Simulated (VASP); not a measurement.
Crystal: SnO.

```
Sn O
1.0
     3.80724    0.00000    0.00000
     0.00000    3.80724    0.00000
     0.00000    0.00000    4.93608
Sn O
2 2
Direct
  0.00000 0.50000 0.23243
  0.50000 0.00000 0.76757
  0.00000 0.00000 0.00000
  0.50000 0.50000 0.00000
```

Base run:

| Item | Value |
| --- | --- |
| Program | VASP 6.6.1 |
| Functional | RPBE |
| Potentials or basis | VASP PAW PBE potentials, release 64 (Sn_d, O) |
| Cutoff | 520 eV |
| k mesh | 10 × 10 × 8 |
| Occupations | gaussian, width 0.05 eV |
| Spin | no spin polarisation |

Its results: band gap on the k mesh 0.22 eV, indirect (least direct gap 2.03 eV); pressure 6.9 GPa; largest force 0.781 eV/Å.

**Question.** The run is repeated on the same cell with these changes: functional from RPBE to PBE; further incar settings from ALGO = Normal; EDIFF = 1e-07; NBANDS = 28 to ALGO = Normal; EDIFF = 1e-06; NBANDS = 28. What comes out?

**Answer.** Band gap on the k mesh 0.23 eV, indirect (least direct gap 2.00 eV); pressure 4.3 GPa; largest force 0.589 eV/Å.

Caveats: spin-orbit coupling is left out, which moves the levels of the heavy elements; the PAW data sets were made with another functional, which shifts forces and pressure a little (some runs).

A k mesh can miss the band edges.
